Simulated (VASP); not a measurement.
# Ba3Lu (Pm-3m) in VASP: notebook, part 2 of 2

VASP 6.6.1. Earlier steps stand in the parts before.

### 3 Single point, PBE

This run uses another cell than the first one, of 50.60 Å³/atom.

Input file INCAR:

```
ALGO = Normal
EDIFF = 1E-6
ENCUT = 600
GGA = PE
GGA_COMPAT = False
ISIF = 2
ISMEAR = 0
LASPH = True
LCHARG = False
LREAL = False
LWAVE = False
NBANDS = 36
NELM = 120
PREC = Accurate
SIGMA = 0.1
```

Input file KPOINTS:

```
k-points
0
Gamma
  8 8 8
```

Input file POSCAR:

```
Ba3Lu
1.0
    5.8713131900      0.0000000000      0.0000000000
    0.0000000000      5.8713131900      0.0000000000
    0.0000000000      0.0000000000      5.8713131900
Ba Lu
3 1
Direct
    0.0000000000      0.5000000000      0.5000000000
    0.5000000000      0.0000000000      0.5000000000
    0.5000000000      0.5000000000      0.0000000000
    0.0000000000      0.0000000000      0.0000000000
```

Potentials or basis: VASP PAW PBE potentials, release 64 (Ba_sv, Lu).

Command:

```
$ cat potpaw_PBE.64/Ba_sv/POTCAR potpaw_PBE.64/Lu/POTCAR > POTCAR
$ mpirun -np 1 vasp_std > vasp.out
```

OUTCAR:

```text
EDIFF = 1E-6
   ENCUT = 600
   GGA = PE
   ISIF = 2
   ISMEAR = 0
   LASPH = True
   LREAL = False
   NELM = 120
   PREC = Accurate

 ion  position               nearest neighbor table
   1  0.000  0.500  0.500-   2 4.15   3 4.15   4 4.15   3 4.15   4 4.15   2 4.15   4 4.15   4 4.15
                             2 4.15   3 4.15   3 4.15   2 4.15
   2  0.500  0.000  0.500-   1 4.15   3 4.15   4 4.15   3 4.15   4 4.15   1 4.15   3 4.15   3 4.15
                             1 4.15   4 4.15   4 4.15   1 4.15
   3  0.500  0.500  0.000-   1 4.15   2 4.15   4 4.15   1 4.15   2 4.15   2 4.15   4 4.15   2 4.15
                             1 4.15   4 4.15   1 4.15   4 4.15
   4  0.000  0.000  0.000-   1 4.15   2 4.15   3 4.15   1 4.15   2 4.15   1 4.15   3 4.15   1 4.15
                             2 4.15   3 4.15   2 4.15   3 4.15

  LATTYP: Found a simple cubic cell.
 ALAT       =     5.8713131900

  Lattice vectors:

 A1 = (   5.8713131900,   0.0000000000,   0.0000000000)
 A2 = (   0.0000000000,   5.8713131900,   0.0000000000)
 A3 = (   0.0000000000,   0.0000000000,   5.8713131900)

Analysis of symmetry for initial positions (statically):
=====================================================================
 Subroutine PRICEL returns:
 Original cell was already a primitive cell.

 Routine SETGRP: Setting up the symmetry group for a
 simple cubic supercell.

 Subroutine GETGRP returns: Found 48 space group operations
 (whereof 48 operations were pure point group operations)
 out of a pool of 48 trial point group operations.

The static configuration has the point symmetry O_h .

Analysis of symmetry for dynamics (positions and initial velocities):
=====================================================================
 Subroutine PRICEL returns:
 Original cell was already a primitive cell.

 Routine SETGRP: Setting up the symmetry group for a
 simple cubic supercell.

 Subroutine GETGRP returns: Found 48 space group operations
 (whereof 48 operations were pure point group operations)
 out of a pool of 48 trial point group operations.

The dynamic configuration has the point symmetry O_h .

 Subroutine INISYM returns: Found 48 space group operations
 (whereof 48 operations are pure point group operations),
 and found     1 'primitive' translations

----------------------------------------------------------------------------------------

                                     Primitive cell

  volume of cell :     202.3978

  direct lattice vectors                    reciprocal lattice vectors
     5.871313190  0.000000000  0.000000000     0.170319649  0.000000000  0.000000000
     0.000000000  5.871313190  0.000000000     0.000000000  0.170319649  0.000000000
     0.000000000  0.000000000  5.871313190     0.000000000  0.000000000  0.170319649

  length of vectors
     5.871313190  5.871313190  5.871313190     0.170319649  0.170319649  0.170319649

  position of ions in fractional coordinates (direct lattice)
     0.000000000  0.500000000  0.500000000
     0.500000000  0.000000000  0.500000000
     0.500000000  0.500000000  0.000000000
     0.000000000  0.000000000  0.000000000

[... 29 lines left out ...]
 ===========================================

 Found     35 irreducible k-points:

 Following reciprocal coordinates:
            Coordinates               Weight
  0.000000  0.000000  0.000000      1.000000
  0.125000  0.000000  0.000000      6.000000
  0.250000  0.000000  0.000000      6.000000
  0.375000  0.000000  0.000000      6.000000
  0.500000  0.000000  0.000000      3.000000
  0.125000  0.125000  0.000000     12.000000
[... 16 lines left out ...]
  0.375000  0.375000  0.125000     24.000000
  0.500000  0.375000  0.125000     24.000000
 [... further k-points ...]
   k-points           NKPTS =     35   k-points in BZ     NKDIM =     35   number of bands    NBANDS=     36
   number of dos      NEDOS =    301   number of ions     NIONS =      4
   total plane-waves  NPLWV = 110592
   dimension x,y,z NGX =    48 NGY =   48 NGZ =   48
   dimension x,y,z NGXF=    96 NGYF=   96 NGZF=   96
   ions per type =               3   1
   NGX,Y,Z   is equivalent  to a cutoff of  13.59, 13.59, 13.59 a.u.
   NGXF,Y,Z  is equivalent  to a cutoff of  27.18, 27.18, 27.18 a.u.
 SYSTEM =  unknown system
   PREC   = accura    normal or accurate (medium, high low for compatibility)
   ISTART =      0    job   : 0-new  1-cont  2-samecut
   ICHARG =      2    charge: 1-file 2-atom 10-const
   ISPIN  =      1    spin polarized calculation?
   LNONCOLLINEAR =      F non collinear calculations
   LSORBIT =      F    spin-orbit coupling
   LASPH  =      T    aspherical Exc in radial PAW
   ENCUT  =  600.0 eV  44.10 Ry    6.64 a.u.  11.73 11.73 11.73*2*pi/ulx,y,z
   NELM   =    120;   NELMIN=  2; NELMDL= -5     # of ELM steps
   EDIFF  = 0.1E-05   stopping-criterion for ELM
   LREAL  =      F    real-space projection
   EDIFFG = 0.1E-04   stopping-criterion for IOM
   NSW    =      0    number of steps for IOM
   IBRION =     -1    ionic relax: 0-MD 1-quasi-New 2-CG
   NFREE  =      0    steps in history (QN), initial steepest desc. (CG)
   ISIF   =      2    stress and relaxation
   ISYM   =      2    0-nonsym 1-usesym 2-fastsym
   POTIM  = 0.5000    time-step for ionic-motion
   TEBEG  =    0.0;   TEEND  =   0.0 temperature during run
   PSTRESS=    0.0 pullay stress
   NELECT =      55.0000    total number of electrons
   NUPDOWN=      -1.0000    fix difference up-down
   EMIN   =  10.00;   EMAX   =-10.00  energy-range for DOS
   EFERMI =   0.00;   METHOD = LEGACY
   ISMEAR =     0;   SIGMA  =   0.10  broadening in eV -4-tet -1-fermi 0-gaus
   EFERMI_NEDOS =   21; number of points for ismear=-14 and -15
   IALGO  =     38    algorithm
   IMIX   =      4    mixing-type and parameters
     AMIX     =   0.40;   BMIX     =  1.00
     AMIX_MAG =   1.60;   BMIX_MAG =  1.00
  volume/ion in A,a.u.               =      50.60       341.46
  Fermi-wavevector in a.u.,A,eV,Ry     =   1.060377  2.003823 15.298395  1.124400
  Thomas-Fermi vector in A             =   2.195756
   LORBIT       =      0    0 simple, 1 ext, 2 COOP (PROOUT), +10 PAW based schemes
   GGA     = PE    functional components
   LHFCALC =     F    Hartree Fock is set to
   AEXX    =    0.0000 exact exchange contribution
   IVDW    =     0    specifies the selected vdW correction
   LEPSILON=     F    determine dielectric tensor
   LRPA    =     F    only Hartree local field effects (RPA)
 non-spin polarized calculation
 Gauss-broadening in eV      SIGMA  =   0.10
  energy-cutoff  :      600.00
  volume of cell :      202.40
 maximum number of plane-waves:      6816
 NGX is ok and might be reduce to    48
   NGX = 23   NGY = 23   NGZ = 23

 number of electron      54.9999999 magnetization

 Free energy of the ion-electron system (eV)
  ---------------------------------------------------
  ext. energy  EPLUGINS =         0.00000000
  ---------------------------------------------------
  free energy    TOTEN  =        -9.16471613 eV

  energy without entropy =       -9.12099372  energy(sigma->0) =       -9.14285492

 E-fermi :   1.9939     XC(G=0):  -8.1844

 val. band max:        1.9820044000   @ k =   0.2500   0.2500   0.2500
 cond. band min:       1.9977996115   @ k =   0.2500   0.1250   0.1250
 fundamental gap:      0.0157952115
 Fermi energy:         1.9938886200

 k-point     1 :       0.0000    0.0000    0.0000
  band No.  band energies     occupation
      1     -55.6748      2.00000
      2     -26.4916      2.00000
      3     -26.3897      2.00000
      4     -26.3897      2.00000
      5     -26.2730      2.00000
      6     -26.2730      2.00000
[... 925 lines left out ...]
     35       3.3982      0.00000
     36       3.8044      0.00000

 [... further k-points ...]

------------------------ aborting loop because EDIFF is reached ----------------------------------------

  FORCE on cell =-STRESS in cart. coord.  units (eV):
  Direction    XX          YY          ZZ          XY          YZ          ZX
  --------------------------------------------------------------------------------------
  -------------------------------------------------------------------------------------
  Total        0.1516844      0.1516844      0.1516844      0.0000000      0.0000000      0.0000000
  in kB        1.2007314      1.2007314      1.2007314      0.0000000      0.0000000      0.0000000
  external PRESSURE =       1.2007314 kB  Pullay stress =       0.0000000 kB

 VOLUME and BASIS-vectors are now :
 -----------------------------------------------------------------------------
  energy-cutoff  :      600.00
  volume of cell :      202.40
      direct lattice vectors                 reciprocal lattice vectors
     5.871313190  0.000000000  0.000000000     0.170319649  0.000000000  0.000000000
     0.000000000  5.871313190  0.000000000     0.000000000  0.170319649  0.000000000
     0.000000000  0.000000000  5.871313190     0.000000000  0.000000000  0.170319649

 POSITION                                       TOTAL-FORCE (eV/Angst)
 -----------------------------------------------------------------------------------
      0.00000      2.93566      2.93566         0.000000      0.000000      0.000000
      2.93566      0.00000      2.93566         0.000000      0.000000      0.000000
      2.93566      2.93566      0.00000         0.000000      0.000000      0.000000
      0.00000      0.00000      0.00000         0.000000      0.000000      0.000000
 -----------------------------------------------------------------------------------
    total drift:                                0.000000      0.000000     -0.000000

  FREE ENERGIE OF THE ION-ELECTRON SYSTEM (eV)
  ---------------------------------------------------
  free  energy   TOTEN  =        -9.1647161293 eV

  energy  without entropy=       -9.1209937153  energy(sigma->0) =       -9.14285492
```

It took 8.7 min on 1 thread of Intel Xeon 8259CL, shared host; peak memory 0.51 GiB.

Results:

```
Free energy            : -9.1647 eV
Pressure               : 0.1 GPa
Band gap on the k mesh : zero (an odd number of electrons rules out a gap without spin polarisation)
```

Levels at points of the mesh, in eV from the Fermi level:
| k point | band 23 | band 24 | band 25 | band 26 | band 27 | band 28 | band 29 | band 30 | band 31 | band 32 |
| --- | --- | --- | --- | --- | --- | --- | --- | --- | --- | --- |
| (0.00, 0.00, 0.00) | -6.27 | -3.66 | -1.39 | -0.92 | -0.92 | -0.35 | -0.35 | -0.35 | 1.81 | 1.81 |
| (0.50, 0.00, 0.00) | -6.27 | -2.57 | -1.65 | -0.34 | -0.08 | 0.36 | 0.42 | 0.42 | 0.62 | 0.80 |
| (0.50, 0.50, 0.00) | -6.27 | -2.08 | -0.73 | -0.73 | -0.22 | 0.13 | 0.72 | 0.76 | 0.76 | 0.81 |
| (0.50, 0.50, 0.50) | -6.27 | -2.57 | -0.93 | -0.93 | -0.93 | 0.85 | 0.85 | 0.85 | 1.33 | 1.33 |

Caveat: spin-orbit coupling is left out, which moves the levels of the heavy elements.

### 4 Relaxation of cell and atoms, PBE

Input file INCAR:

```
SYSTEM = Ba3Lu
ALGO = Normal ; EDIFF = 1E-7
EDIFFG = -0.01 ; ENCUT = 600
GGA = PE ; GGA_COMPAT = .False.
IBRION = 2 ; ISIF = 3
ISMEAR = 0 ; LASPH = .True.
LCHARG = .False. ; LREAL = .False.
LWAVE = .False. ; NELM = 120
NELMIN = 4 ; NSW = 100
PREC = Accurate ; SIGMA = 0.1
```

Input file KPOINTS:

```
k-points
0
Gamma
  8 8 8
  0 0 0
```

Input file POSCAR:

```
Ba3Lu
1.0
    5.6414056300      0.0000000000      0.0000000000
    0.0000000000      5.6414056300      0.0000000000
    0.0000000000      0.0000000000      5.6414056300
Ba Lu
3 1
Direct
    0.0000000000      0.5000000000      0.5000000000
    0.5000000000      0.0000000000      0.5000000000
    0.5000000000      0.5000000000      0.0000000000
    0.0000000000      0.0000000000      0.0000000000
```

Potentials or basis: VASP PAW PBE potentials, release 64 (Ba_sv, Lu).

Command:

```
$ cat potpaw_PBE.64/Ba_sv/POTCAR potpaw_PBE.64/Lu/POTCAR > POTCAR
$ mpirun -np 1 vasp_std > vasp.out
```

OUTCAR:

```text
SYSTEM = Ba3Lu
   EDIFF = 1E-7
   EDIFFG = -0.01
   ENCUT = 600
   GGA = PE
   IBRION = 2
   ISIF = 3
   ISMEAR = 0
   LASPH = .True.
   LREAL = .False.
   NELM = 120
   NELMIN = 4
   NSW = 100
   PREC = Accurate

 ion  position               nearest neighbor table
   1  0.000  0.500  0.500-   2 3.99   3 3.99   4 3.99   3 3.99   4 3.99   2 3.99   4 3.99   4 3.99
                             2 3.99   3 3.99   3 3.99   2 3.99
   2  0.500  0.000  0.500-   1 3.99   3 3.99   4 3.99   3 3.99   4 3.99   1 3.99   3 3.99   3 3.99
                             1 3.99   4 3.99   4 3.99   1 3.99
   3  0.500  0.500  0.000-   1 3.99   2 3.99   4 3.99   1 3.99   2 3.99   2 3.99   4 3.99   2 3.99
                             1 3.99   4 3.99   1 3.99   4 3.99
   4  0.000  0.000  0.000-   1 3.99   2 3.99   3 3.99   1 3.99   2 3.99   1 3.99   3 3.99   1 3.99
                             2 3.99   3 3.99   2 3.99   3 3.99

  LATTYP: Found a simple cubic cell.
[... 309 lines left out ...]

  energy without entropy =       -9.12039656  energy(sigma->0) =       -9.14239766

 E-fermi :   1.9599     XC(G=0):  -8.1503

 val. band max:        1.9504247219   @ k =   0.2500   0.2500   0.2500
 cond. band min:       1.9643821877   @ k =   0.3750   0.2500   0.1250
 fundamental gap:      0.0139574659
 Fermi energy:         1.9599315805

 k-point     1 :       0.0000    0.0000    0.0000
  band No.  band energies     occupation
      1     -55.7325      2.00000
      2     -26.5411      2.00000
      3     -26.4432      2.00000
      4     -26.4432      2.00000
      5     -26.3294      2.00000
      6     -26.3294      2.00000
[... 853 lines left out ...]
     32       2.7458      0.00000
     33       3.1763      0.00000

 [... further k-points ...]

------------------------ aborting loop because EDIFF is reached ----------------------------------------

  FORCE on cell =-STRESS in cart. coord.  units (eV):
  Direction    XX          YY          ZZ          XY          YZ          ZX
  --------------------------------------------------------------------------------------
  -------------------------------------------------------------------------------------
  Total       -0.0041557     -0.0041557     -0.0041557     -0.0000000     -0.0000000     -0.0000000
  in kB       -0.0325829     -0.0325829     -0.0325829     -0.0000000     -0.0000000     -0.0000000
  external PRESSURE =      -0.0325829 kB  Pullay stress =       0.0000000 kB
[... 19 lines left out ...]
  FREE ENERGIE OF THE ION-ELECTRON SYSTEM (eV)
  ---------------------------------------------------
  free  energy   TOTEN  =        -9.1643987552 eV

  energy  without entropy=       -9.1203965584  energy(sigma->0) =       -9.14239766

 reached required accuracy - stopping structural energy minimisation
```

OSZICAR:

```text
N       E                     dE             d eps       ncg     rms          rms(c)
DAV:   1     0.516680413396E+03    0.51668E+03   -0.24282E+04  3185   0.386E+03
DAV:   2     0.617433055422E+02   -0.45494E+03   -0.44237E+03  3126   0.621E+02
DAV:   3    -0.500483899898E+01   -0.66748E+02   -0.65849E+02  3130   0.156E+02
[... 51 lines left out ...]
DAV:   7    -0.916438891109E+01    0.50040E-05   -0.22211E-04  3384   0.885E-02    0.235E-02
DAV:   8    -0.916439947186E+01   -0.10561E-04   -0.43493E-05  3210   0.421E-02    0.137E-02
DAV:   9    -0.916439830845E+01    0.11634E-05   -0.47594E-06  2730   0.143E-02    0.190E-03
DAV:  10    -0.916439845179E+01   -0.14334E-06   -0.27084E-07  2688   0.182E-03    0.131E-03
DAV:  11    -0.916439865785E+01   -0.20606E-06   -0.46408E-08  1798   0.109E-03    0.439E-04
DAV:  12    -0.916439875518E+01   -0.97336E-07   -0.17409E-08  1476   0.939E-04
   4 F= -.91643988E+01 E0= -.91423977E+01  d E =-.131457E+00
```

CONTCAR:

```text
Ba3Lu
   1.00000000000000
     5.8900779414532485    0.0000000000000000    0.0000000000000000
    -0.0000000000000000    5.8900779414532485   -0.0000000000000000
    -0.0000000000000000   -0.0000000000000000    5.8900779414532485
  Ba              Lu
     3     1
Direct
     0.0000000000000000    0.5000000000000000    0.5000000000000000
     0.5000000000000000    0.0000000000000000    0.5000000000000000
     0.5000000000000000    0.5000000000000000    0.0000000000000000
     0.0000000000000000    0.0000000000000000    0.0000000000000000

  0.00000000E+00  0.00000000E+00  0.00000000E+00
  0.00000000E+00  0.00000000E+00  0.00000000E+00
  0.00000000E+00  0.00000000E+00  0.00000000E+00
  0.00000000E+00  0.00000000E+00  0.00000000E+00
```

Run time: 31 min. Hardware: 1 thread of Intel Xeon 8259CL, shared host; peak memory 0.52 GiB.

Results:

```yaml
Free_energy: -9.1644 eV
Relaxed_volume: 51.09 Å³/atom
Relaxed_cell: a = 5.890 Å, b = 5.890 Å, c = 5.890 Å, α = 90.00°, β = 90.00°, γ = 90.00°
Space_group_after_relaxing_to_0.1_Å: Pm-3m (No. 221)
Energy_gained_by_relaxing: 32.9 meV/atom
Ionic_steps: 4
Pressure_after_relaxing: 0.0 GPa
Band_gap_on_the_k_mesh: zero (an odd number of electrons rules out a gap without spin polarisation)
```

The path:
```tsv
step	energy change (eV)	largest force (eV/Å)	pressure (GPa)	volume (Å³)
1	0.0000	0.0000	1.87	179.54
2	-0.1090	0.0000	0.69	193.49
3	-0.1307	0.0000	-0.11	206.30
4	-0.1315	0.0000	0.00	204.34
```

Final structure:
```
Ba Lu
1.0
     5.89008    0.00000    0.00000
     0.00000    5.89008    0.00000
     0.00000    0.00000    5.89008
Ba Lu
3 1
Direct
  0.00000 0.50000 0.50000
  0.50000 0.00000 0.50000
  0.50000 0.50000 0.00000
  0.00000 0.00000 0.00000
```

Caveat: spin-orbit coupling is left out, which moves the levels of the heavy elements.

### 5 The runs side by side

| task | cell | k mesh | gap on the mesh (eV) | pressure (GPa) |
| --- | --- | --- | --- | --- |
| single point | a = 5.641 Å, 4 atoms | 4 × 4 × 4 | none | 2.0 |
| single point | a = 5.871 Å, 4 atoms | 8 × 8 × 8 | none | 0.1 |
| relaxation of cell and atoms | relaxed from a = 5.641 Å, 4 atoms | 8 × 8 × 8 | none | 0.0 |

Alike in all rows: level PBE; potentials or basis VASP PAW PBE potentials, release 64 (Ba_sv, Lu); no spin polarisation; cutoff (eV) 600; smearing gaussian 0.1 eV.

Caveats: spin-orbit coupling is left out, which moves the levels of the heavy elements.

Total energies depend on the potentials used, so only differences within one code and one set of settings carry meaning.
